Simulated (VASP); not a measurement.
Write the native input for VASP 6.6.1 that does the following.

```
Task                   : single point
Functional             : RPBE
Potentials or basis    : VASP PAW PBE potentials, release 64 (Cd)
Cutoff                 : 520 eV
k mesh                 : 14 × 14 × 14
Occupations            : fermi-dirac, width 0.1 eV
Spin                   : no spin polarisation
Dipole correction      : no
Further INCAR settings : ALGO = Normal; EDIFF = 1e-06; NBANDS = 12
```

The structure of Cd lies in POSCAR:

```
Cd
1.0
   -1.8165056960      1.8165056960      1.8165056960
    1.8165056960     -1.8165056960      1.8165056960
    1.8165056960      1.8165056960     -1.8165056960
Cd
1
Direct
    0.0000000000      0.0000000000      0.0000000000
```

This cell differs from its parent crystal: volume scaled by 0.96.

These files were run (other wordings do the same):

INCAR

```
SYSTEM = Cd
ALGO = Normal ; EDIFF = 1E-6
ENCUT = 520 ; GGA = RP
ISIF = 2 ; ISMEAR = -1
LASPH = .TRUE. ; LCHARG = .FALSE.
LREAL = .FALSE. ; LWAVE = .FALSE.
NBANDS = 12 ; NELM = 60
PREC = Accurate ; SIGMA = 0.1
```

KPOINTS

```
k-points
0
G
  14 14 14
  0 0 0
```

Potentials or basis: VASP PAW PBE potentials, release 64 (Cd).

Run with:

```bash
$ cat potpaw_PBE.64/Cd/POTCAR > POTCAR
$ mpirun -np 1 vasp_std > vasp.out
```

It gave:

```
Pressure               : 1.6 GPa
Band gap on the k mesh : zero (band 6 reaches 5.79 eV, above the bottom of band 7 at 1.37 eV)
```

Caveat: the PAW data sets were made with another functional, which shifts forces and pressure a little.

It took 29 s on 1 thread of Intel Xeon 6975P-C, on a shared host, peak memory 0.16 GiB.
